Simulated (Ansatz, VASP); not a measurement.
# Two plane-wave programs on Si

Contents of POSCAR:

```
Si
1.0
    0.0000000000      2.6132211277      2.8309895551
    2.6132211277      0.0000000000      2.8309895551
    2.6132211277      2.6132211277      0.0000000000
Si
2
Direct
    0.5000000000      0.5000000000      0.5000000000
    0.7500000000      0.7500000000      0.7500000000
```

INCAR.step1

```
ALGO = Normal ; EDIFF = 1E-4
ENCUT = 520 ; GGA = PE
ISMEAR = 0 ; LASPH = True
LCHARG = False ; LREAL = False
LWAVE = True ; NBANDS = 11
NELM = 60 ; PREC = Accurate
SIGMA = 0.05
```

File INCAR.step2:

```
ALGO = Normal ; EDIFF = 1E-6
ENCUT = 520 ; ISIF = 2
ISMEAR = 0 ; ISTART = 1
LASPH = True ; LCHARG = False
LMIXTAU = True ; LREAL = False
LWAVE = False ; METAGGA = R2SCAN
NBANDS = 11 ; NELM = 60
PREC = Accurate ; SIGMA = 0.05
```

The input KPOINTS:

```
k-points
0
Gamma
  8 8 8
```

Input for Ansatz:

```yaml
crystal:
  lattice:
    - [0.0, 2.6132211277, 2.8309895551]
    - [2.6132211277, 0.0, 2.8309895551]
    - [2.6132211277, 2.6132211277, 0.0]
  atoms:
    - { symbol: Si, position: [0.5, 0.5, 0.5] }
    - { symbol: Si, position: [0.75, 0.75, 0.75] }
basis:
  ecutwfc: 500
kpoints:
  mp_grid: { grid: [8, 8, 8] }
hamiltonian:
  xc: r2scan
scf:
  occupations: { method: gaussian, width: 0.05 }
output:
  forces: true
  stress: true
  eigenvalues: true
  write_density: true
  write_potential: true
  elf: true
  volumetric_format: npy
```

Change from the starting cell: strain -0.040 along x and y, +0.040 along z, atoms carried along.

Alike in both runs: task single point; functional r2SCAN; k mesh 8 × 8 × 8; occupations gaussian, width 0.05 eV; no spin polarisation.

|  | VASP | Ansatz |
| --- | --- | --- |
| version | VASP 6.6.1 | Ansatz 0.2.0 |
| potentials or method | VASP PAW PBE potentials, release 64 (Si), cutoff 520 eV | scalar-relativistic, plane waves, PAW |
| valence electrons in the cell | 8 | 8 |

VASP gave:

```
gap on the k mesh at the Fermi level (eV)                     : 0.29
least direct gap on the mesh (eV)                             : 2.47
pressure (GPa)                                                : 4.0
traceless stress, the component that is largest in VASP (GPa) : -6.52
```

Task: Estimate Ansatz's values.

Result: gap on the k mesh at the Fermi level (eV): 0.27; least direct gap on the mesh (eV): 2.45; pressure (GPa): 4.3; traceless stress, the component that is largest in VASP (GPa): -6.48.

VASP's potentials were made for PBE, not for r2SCAN. The functional is the same, so the differences come from potentials, cutoffs and numerics.
